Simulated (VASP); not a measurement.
## InSb: single point with LDA

Crystal: InSb.

```
CELL_PARAMETERS angstrom
3.16086 0.00000 0.00000
0.00000 3.16086 0.00000
0.00000 0.00000 6.33847
ATOMIC_POSITIONS crystal
In 0.00000 0.00000 0.00000
Sb 0.00000 0.00000 0.50000
```

```yaml
Program: VASP 6.6.1
Task: single point
Functional: LDA
Potentials_or_basis: VASP PAW LDA potentials, release 64 (In_d, Sb)
Cutoff: 520 eV
k_mesh: 16 × 16 × 8
Occupations: gaussian, width 0.15 eV
Spin: no spin polarisation
```

* Pressure: -5.7 GPa
* Band gap on the k mesh: zero (bands 9 and 10 overlap by 5.34 eV)

Stress tensor (GPa, compression positive):
```
-5.94  0.00  0.00
 0.00 -5.94  0.00
 0.00  0.00 -5.35
```

Levels at points of the mesh, in eV from the Fermi level:
| k point | band 7 | band 8 | band 9 | band 10 | band 11 | band 12 |
| --- | --- | --- | --- | --- | --- | --- |
| (0.00, 0.00, 0.00) | -6.62 | -4.13 | 3.83 | 3.83 | 4.95 | 7.57 |
| (0.50, 0.00, 0.00) | -4.53 | -3.49 | -2.03 | -1.37 | 3.17 | 5.68 |
| (0.50, 0.50, 0.00) | -2.59 | -2.59 | -0.07 | -0.04 | 0.95 | 0.95 |
| (0.00, 0.00, 0.50) | -7.70 | -0.81 | 0.33 | 3.98 | 3.98 | 7.55 |
| (0.50, 0.00, 0.50) | -4.74 | -4.27 | -2.11 | 1.45 | 2.89 | 5.81 |
| (0.50, 0.50, 0.50) | -2.40 | -2.40 | -1.81 | 0.34 | 0.34 | 3.32 |

Wall time 40 s on 1 thread of Intel(R) Xeon(R) 6975P-C (Granite Rapids), on a shared host, peak memory 0.34 GiB.

Caveat: the cell stands under tension; spin-orbit coupling is left out, which moves the levels of the heavy elements.
